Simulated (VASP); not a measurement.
# TiAl (P4/mmm) in VASP: notebook

TiAl is run at these levels: LDA; tasks: single point.

All numbers are computed with VASP 6.6.1; they aren't measurements. Logs are shortened: lines on timing, memory, paths and dates and some standing lists are left out, and cuts for length are marked.

**1. The cell of the first run**

It takes space group P4/mmm (No. 123, tetragonal). Conventional cell: a = 2.798 Å, b = 2.798 Å, c = 4.130 Å, α = 90.00°, β = 90.00°, γ = 90.00°. Ti (site symmetry 4/mmm) has 4 Ti at 2.80 Å and 8 Al at 2.86 Å within 3.7 Å. Al (site symmetry 4/mmm) has 4 Al at 2.80 Å and 8 Ti at 2.86 Å within 3.7 Å.

**2. Single point, LDA (16.16 Å³/atom)**

Contents of INCAR:

```
PREC = Accurate ; ENCUT = 520
EDIFF = 1E-7 ; ISMEAR = 0
SIGMA = 0.15 ; LREAL = F
LASPH = T ; NELM = 80
ALGO = Fast ; ISIF = 2
LWAVE = F ; LCHARG = T
GGA = CA ; LELF = T
LVHAR = T ; NBANDS = 14
```

Contents of KPOINTS:

```
regular mesh
0
Gamma
  16 16 16
```

Contents of POSCAR:

```
TiAl
1.0
    2.7975972386      0.0000000000      0.0000000000
    0.0000000000      2.7975972386      0.0000000000
    0.0000000000      0.0000000000      4.1295332839
Ti Al
1 1
Direct
    0.0000000000      0.0000000000      0.0000000000
    0.5000000000      0.5000000000      0.5000000000
```

Potentials or basis: VASP PAW LDA potentials, release 64 (Ti_sv, Al).

Started as:

```bash
> cat potpaw_LDA.64/Ti_sv/POTCAR potpaw_LDA.64/Al/POTCAR > POTCAR
> mpirun -np 1 vasp_std > vasp.out
```

OUTCAR:

```text
PREC = Accurate
   ENCUT = 520
   EDIFF = 1E-7
   ISMEAR = 0
   LREAL = F
   LASPH = T
   NELM = 80
   ISIF = 2
   GGA = CA

 ion  position               nearest neighbor table
   1  0.000  0.000  0.000-   2 2.86   2 2.86   2 2.86   2 2.86   2 2.86   2 2.86   2 2.86   2 2.86

   2  0.500  0.500  0.500-   1 2.86   1 2.86   1 2.86   1 2.86   1 2.86   1 2.86   1 2.86   1 2.86

  LATTYP: Found a simple tetragonal cell.
 ALAT       =     2.7975972386
 C/A-ratio  =     1.4761000000

  Lattice vectors:

 A1 = (   2.7975972386,   0.0000000000,   0.0000000000)
 A2 = (   0.0000000000,   2.7975972386,   0.0000000000)
 A3 = (   0.0000000000,   0.0000000000,   4.1295332839)

Analysis of symmetry for initial positions (statically):
=====================================================================
 Subroutine PRICEL returns:
 Original cell was already a primitive cell.

 Routine SETGRP: Setting up the symmetry group for a
 simple tetragonal supercell.

 Subroutine GETGRP returns: Found 16 space group operations
 (whereof 16 operations were pure point group operations)
 out of a pool of 16 trial point group operations.

The static configuration has the point symmetry D_4h.

Analysis of symmetry for dynamics (positions and initial velocities):
=====================================================================
 Subroutine PRICEL returns:
 Original cell was already a primitive cell.

 Routine SETGRP: Setting up the symmetry group for a
 simple tetragonal supercell.

 Subroutine GETGRP returns: Found 16 space group operations
 (whereof 16 operations were pure point group operations)
 out of a pool of 16 trial point group operations.

The dynamic configuration has the point symmetry D_4h.

 Subroutine INISYM returns: Found 16 space group operations
 (whereof 16 operations are pure point group operations),
 and found     1 'primitive' translations

----------------------------------------------------------------------------------------

                                     Primitive cell

  volume of cell :      32.3200

  direct lattice vectors                    reciprocal lattice vectors
     2.797597239  0.000000000  0.000000000     0.357449595  0.000000000  0.000000000
     0.000000000  2.797597239  0.000000000     0.000000000  0.357449595  0.000000000
     0.000000000  0.000000000  4.129533284     0.000000000  0.000000000  0.242158116

  length of vectors
     2.797597239  2.797597239  4.129533284     0.357449595  0.357449595  0.242158116

  position of ions in fractional coordinates (direct lattice)
     0.000000000  0.000000000  0.000000000
     0.500000000  0.500000000  0.500000000

  ion indices of the primitive-cell ions
   primitive index   ion index
                 1           1
                 2           2

----------------------------------------------------------------------------------------

 KPOINTS: regular mesh

Automatic generation of k-mesh.
 Grid dimensions read from file:
 generate k-points for:   16   16   16

 Generating k-lattice:

  Cartesian coordinates                     Fractional coordinates (reciprocal lattice)
     0.022340600  0.000000000  0.000000000     0.062500000  0.000000000  0.000000000
     0.000000000  0.022340600  0.000000000     0.000000000  0.062500000  0.000000000
     0.000000000  0.000000000  0.015134882     0.000000000  0.000000000  0.062500000

  Length of vectors
     0.022340600  0.022340600  0.015134882

  Shift w.r.t. Gamma in fractional coordinates (k-lattice)
     0.000000000  0.000000000  0.000000000

 Subroutine IBZKPT returns following result:
 ===========================================

 Found    405 irreducible k-points:

 Following reciprocal coordinates:
            Coordinates               Weight
  0.000000  0.000000  0.000000      1.000000
  0.062500  0.000000  0.000000      4.000000
  0.125000  0.000000  0.000000      4.000000
  0.187500  0.000000  0.000000      4.000000
  0.250000  0.000000  0.000000      4.000000
  0.312500  0.000000  0.000000      4.000000
[... 16 lines left out ...]
  0.437500  0.125000  0.000000      8.000000
  0.500000  0.125000  0.000000      4.000000
 [... further k-points ...]
   k-points           NKPTS =    405   k-points in BZ     NKDIM =    405   number of bands    NBANDS=     14
   number of dos      NEDOS =    301   number of ions     NIONS =      2
   total plane-waves  NPLWV =  18432
   dimension x,y,z NGX =    24 NGY =   24 NGZ =   32
   dimension x,y,z NGXF=    48 NGYF=   48 NGZF=   64
   ions per type =               1   1
   NGX,Y,Z   is equivalent  to a cutoff of  14.26, 14.26, 12.88 a.u.
   NGXF,Y,Z  is equivalent  to a cutoff of  28.52, 28.52, 25.76 a.u.
 SYSTEM =  unknown system
   PREC   = accura    normal or accurate (medium, high low for compatibility)
   ISTART =      0    job   : 0-new  1-cont  2-samecut
   ICHARG =      2    charge: 1-file 2-atom 10-const
   ISPIN  =      1    spin polarized calculation?
   LNONCOLLINEAR =      F non collinear calculations
   LSORBIT =      F    spin-orbit coupling
   LASPH  =      T    aspherical Exc in radial PAW
   ENCUT  =  520.0 eV  38.22 Ry    6.18 a.u.   5.20  5.20  7.68*2*pi/ulx,y,z
   NELM   =     80;   NELMIN=  2; NELMDL= -5     # of ELM steps
   EDIFF  = 0.1E-06   stopping-criterion for ELM
   LREAL  =      F    real-space projection
   EDIFFG = 0.1E-05   stopping-criterion for IOM
   NSW    =      0    number of steps for IOM
   IBRION =     -1    ionic relax: 0-MD 1-quasi-New 2-CG
   NFREE  =      0    steps in history (QN), initial steepest desc. (CG)
   ISIF   =      2    stress and relaxation
   ISYM   =      2    0-nonsym 1-usesym 2-fastsym
   POTIM  = 0.5000    time-step for ionic-motion
   TEBEG  =    0.0;   TEEND  =   0.0 temperature during run
   PSTRESS=    0.0 pullay stress
   NELECT =      15.0000    total number of electrons
   NUPDOWN=      -1.0000    fix difference up-down
   EMIN   =  10.00;   EMAX   =-10.00  energy-range for DOS
   EFERMI =   0.00;   METHOD = LEGACY
   ISMEAR =     0;   SIGMA  =   0.15  broadening in eV -4-tet -1-fermi 0-gaus
   EFERMI_NEDOS =   21; number of points for ismear=-14 and -15
   IALGO  =     68    algorithm
   IMIX   =      4    mixing-type and parameters
     AMIX     =   0.40;   BMIX     =  1.00
     AMIX_MAG =   1.60;   BMIX_MAG =  1.00
  volume/ion in A,a.u.               =      16.16       109.05
  Fermi-wavevector in a.u.,A,eV,Ry     =   1.267500  2.395229 21.858541  1.606557
  Thomas-Fermi vector in A             =   2.400645
   LORBIT       =      0    0 simple, 1 ext, 2 COOP (PROOUT), +10 PAW based schemes
   GGA     = CA    functional components
   LHFCALC =     F    Hartree Fock is set to
   AEXX    =    0.0000 exact exchange contribution
   IVDW    =     0    specifies the selected vdW correction
   LEPSILON=     F    determine dielectric tensor
   LRPA    =     F    only Hartree local field effects (RPA)
 non-spin polarized calculation
 RMM-DIIS sequential band-by-band and
 Gauss-broadening in eV      SIGMA  =   0.15
  energy-cutoff  :      520.00
  volume of cell :       32.32
 maximum number of plane-waves:       896
 NGX is ok and might be reduce to    24
   NGX = 11   NGY = 11   NGZ = 15

 number of electron      14.9999999 magnetization

 Free energy of the ion-electron system (eV)
  ---------------------------------------------------
  ext. energy  EPLUGINS =         0.00000000
  ---------------------------------------------------
  free energy    TOTEN  =       -13.56047828 eV

  energy without entropy =      -13.53899207  energy(sigma->0) =      -13.54973517

 E-fermi :   8.1258     XC(G=0): -11.2796

 val. band max:        8.1252144718   @ k =   0.3750   0.3125   0.2500
 cond. band min:       8.1267401824   @ k =   0.5000   0.1250   0.1875
 fundamental gap:      0.0015257105
 Fermi energy:         8.1258279773

 k-point     1 :       0.0000    0.0000    0.0000
  band No.  band energies     occupation
      1     -47.7929      2.00000
      2     -24.5674      2.00000
      3     -24.1041      2.00000
      4     -24.1041      2.00000
      5      -0.8893      2.00000
      6       6.1954      2.00000
      7       7.2761      2.00000
      8       7.5895      2.00000
      9      10.3121      0.00000
     10      10.3121      0.00000
     11      11.4425      0.00000
     12      14.0288      0.00000
     13      16.7341      0.00000
     14      16.7341      0.00000

 k-point     2 :       0.0625    0.0000    0.0000
  band No.  band energies     occupation
      1     -47.7903      2.00000
      2     -24.5649      2.00000
      3     -24.1249      2.00000
      4     -24.1023      2.00000
      5      -0.8112      2.00000
      6       6.2629      2.00000
      7       7.3103      2.00000
      8       7.5301      2.00000
      9      10.3254      0.00000
     10      10.3853      0.00000
     11      11.3654      0.00000
     12      14.0255      0.00000
     13      15.5059      0.00000
     14      16.8320      0.00000

 k-point     3 :       0.1250    0.0000    0.0000
  band No.  band energies     occupation
      1     -47.7830      2.00000
      2     -24.5579      2.00000
      3     -24.1839      2.00000
      4     -24.0972      2.00000
      5      -0.5784      2.00000
      6       6.4513      2.00000
      7       7.3693      2.00000
      8       7.3957      2.00000
      9      10.3634      0.00000
     10      10.5944      0.00000
     11      11.1569      0.00000
     12      13.8378      0.00000
     13      14.2079      0.00000
     14      17.1111      0.00000

 k-point     4 :       0.1875    0.0000    0.0000
  band No.  band energies     occupation
      1     -47.7720      2.00000
      2     -24.5473      2.00000
      3     -24.2715      2.00000
      4     -24.0896      2.00000
      5      -0.1958      2.00000
      6       6.7201      2.00000
      7       7.1461      2.00000
      8       7.4604      2.00000
      9      10.4209      0.00000
     10      10.8696      0.00000
     11      10.9184      0.00000
     12      12.6464      0.00000
     13      14.0868      0.00000
     14      17.5403      0.00000

 k-point     5 :       0.2500    0.0000    0.0000
  band No.  band energies     occupation
      1     -47.7590      2.00000
      2     -24.5348      2.00000
      3     -24.3736      2.00000
      4     -24.0806      2.00000
      5       0.3300      2.00000
      6       6.9025      2.00000
      7       6.9894      2.00000
      8       7.3511      2.00000
      9      10.4899      0.00000
     10      10.5602      0.00000
     11      11.3377      0.00000
[... 276 lines left out ...]
 k-point    22 :       0.3750    0.1250    0.0000
  band No.  band energies     occupation
      1     -47.7254      2.00000
      2     -24.5487      2.00000
      3     -24.5027      2.00000
      4     -24.1398      2.00000
      5       2.0482      2.00000
      6       5.9609      2.00000
      7       6.6510      2.00000
      8       7.9054      1.96231
      9       9.6557      0.00000
     10       9.8435      0.00000
     11      11.8352      0.00000
     12      13.2277      0.00000
     13      14.2385      0.00000
     14      16.8572      0.00000

 k-point    23 :       0.4375    0.1250    0.0000
  band No.  band energies     occupation
      1     -47.7180      2.00000
      2     -24.6043      2.00000
      3     -24.4957      2.00000
      4     -24.1342      2.00000
      5       2.9311      2.00000
      6       4.9415      2.00000
      7       6.5446      2.00000
      8       8.1097      1.12066
      9       9.4032      0.00000
     10       9.9048      0.00000
     11      12.2481      0.00000
     12      13.7748      0.00000
     13      14.1768      0.00000
     14      16.2933      0.00000

 k-point    24 :       0.5000    0.1250    0.0000
  band No.  band energies     occupation
      1     -47.7154      2.00000
      2     -24.6237      2.00000
      3     -24.4932      2.00000
      4     -24.1323      2.00000
      5       3.8484      2.00000
      6       3.9668      2.00000
      7       6.5072      2.00000
      8       8.1970      0.50231
      9       9.3005      0.00000
     10       9.9285      0.00000
     11      12.4819      0.00000
     12      14.0735      0.00000
     13      14.1289      0.00000
     14      15.8737      0.00000

 [... further k-points ...]

------------------------ aborting loop because EDIFF is reached ----------------------------------------

  FORCE on cell =-STRESS in cart. coord.  units (eV):
  Direction    XX          YY          ZZ          XY          YZ          ZX
  --------------------------------------------------------------------------------------
  -------------------------------------------------------------------------------------
  Total       -1.1160086     -1.1160086     -1.4649557      0.0000000      0.0000000      0.0000000
  in kB      -55.3231324    -55.3231324    -72.6212499      0.0000000      0.0000000      0.0000000
  external PRESSURE =     -61.0891716 kB  Pullay stress =       0.0000000 kB

 VOLUME and BASIS-vectors are now :
 -----------------------------------------------------------------------------
  energy-cutoff  :      520.00
  volume of cell :       32.32
      direct lattice vectors                 reciprocal lattice vectors
     2.797597239  0.000000000  0.000000000     0.357449595  0.000000000  0.000000000
     0.000000000  2.797597239  0.000000000     0.000000000  0.357449595  0.000000000
     0.000000000  0.000000000  4.129533284     0.000000000  0.000000000  0.242158116

 POSITION                                       TOTAL-FORCE (eV/Angst)
 -----------------------------------------------------------------------------------
      0.00000      0.00000      0.00000         0.000000      0.000000      0.000000
      1.39880      1.39880      2.06477         0.000000      0.000000      0.000000
 -----------------------------------------------------------------------------------
    total drift:                                0.000000      0.000000      0.000000

  FREE ENERGIE OF THE ION-ELECTRON SYSTEM (eV)
  ---------------------------------------------------
  free  energy   TOTEN  =       -13.5604782811 eV

  energy  without entropy=      -13.5389920672  energy(sigma->0) =      -13.54973517
```

Wall time 9.5 min (1 thread of Intel Xeon 8259CL, shared host); peak memory 0.3 GiB.

Results:

```yaml
Free_energy: -13.5605 eV
Pressure: -6.1 GPa
Band_gap_on_the_k_mesh: zero (an odd number of electrons rules out a gap without spin polarisation)
```

Caveat: the cell stands under tension.

**3. Single point, LDA (16.16 Å³/atom)**

Contents of INCAR:

```
SYSTEM = TiAl
PREC = Accurate ; ENCUT = 520
EDIFF = 1E-6 ; ISMEAR = 0
SIGMA = 0.15 ; LREAL = .False.
LASPH = .True. ; NELM = 80
ALGO = Fast ; ISIF = 2
LWAVE = .False. ; LCHARG = .False.
NBANDS = 14
```

Contents of KPOINTS:

```
Automatic mesh
0
Gamma
  16 16 16
  0 0 0
```

Contents of POSCAR:

```
TiAl
1.0
    3.3675625441      0.0000000000      0.0000000000
    0.0000000000      3.3675625441      0.0000000000
    0.0000000000      0.0000000000      2.8499681811
Ti Al
1 1
Direct
    0.0000000000      0.0000000000      0.0000000000
    0.5000000000      0.5000000000      0.5000000000
```

Potentials or basis: VASP PAW LDA potentials, release 64 (Ti_sv, Al).

Started as:

```bash
> cat potpaw_LDA.64/Ti_sv/POTCAR potpaw_LDA.64/Al/POTCAR > POTCAR
> mpirun -np 1 vasp_std > vasp.out
```

It took 8.2 min on 1 thread of Intel Xeon 8259CL, shared host; peak memory 0.29 GiB.

It converged, with:

```yaml
Free_energy: -13.3103 eV
Pressure: -5.5 GPa
Band_gap_on_the_k_mesh: zero (an odd number of electrons rules out a gap without spin polarisation)
```

Stress tensor (GPa, compression positive):
```
-5.35  0.00  0.00
 0.00 -5.35  0.00
 0.00  0.00 -5.74
```

Levels at points of the mesh, in eV from the Fermi level:
```
           k point  band 4  band 5  band 6  band 7  band 8  band 9  band 10  band 11
(0.00, 0.00, 0.00)  -32.45   -9.10   -1.52   -1.23    1.30    2.27     2.27     3.06
(0.50, 0.00, 0.00)  -32.44   -6.39   -5.13   -0.67   -0.47    1.46     2.39     2.44
(0.50, 0.50, 0.00)  -32.43   -5.60   -2.44   -2.44   -1.60    1.70     1.70     2.33
(0.00, 0.00, 0.50)  -32.70   -4.69   -4.69   -0.32   -0.32   -0.11     1.77     4.28
(0.50, 0.00, 0.50)  -32.69   -4.43   -2.06   -1.11   -1.04    0.16     0.62     2.77
(0.50, 0.50, 0.50)  -32.78   -2.91   -2.87   -2.87    0.83    2.52     2.96     2.96
```

Caveat: the cell stands under tension.
